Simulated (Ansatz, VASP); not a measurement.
**One calculation of Cl, two programs**

```xyz
1
Lattice="2.1794 0.0000 0.0000 0.0000 2.1794 0.0000 0.0000 0.0000 2.1794" Properties=species:S:1:pos:R:3 pbc="T T T"
Cl    0.0000    0.0000    0.0000
```

Change from the starting cell: volume scaled by 0.5, PAW files.

Alike in both runs: task single point; functional LDA; k mesh 15 × 15 × 15; occupations fermi-dirac, width 0.08 eV; no spin polarisation.

|  | VASP | Ansatz |
| --- | --- | --- |
| version | VASP 6.6.1 | Ansatz 0.2.0 |
| potentials or method | VASP PAW LDA potentials, release 64 (Cl) | PAW with Ansatz's default frozen-core files, scalar-relativistic |
| plane-wave cutoff (eV) | 520 | 420 |
| valence electrons in the cell | 7 | 7 |

```tsv
	VASP	Ansatz	Ansatz less VASP
pressure (GPa)	158.7	157.2	-1.46
```

LDA's correlation is that of Perdew and Zunger in VASP and of Perdew and Wang (1992) in Ansatz. Both programs put the cell under a high pressure, so it lies far from rest at this level.

Noted on VASP's run: the cell as given lies far from equilibrium.
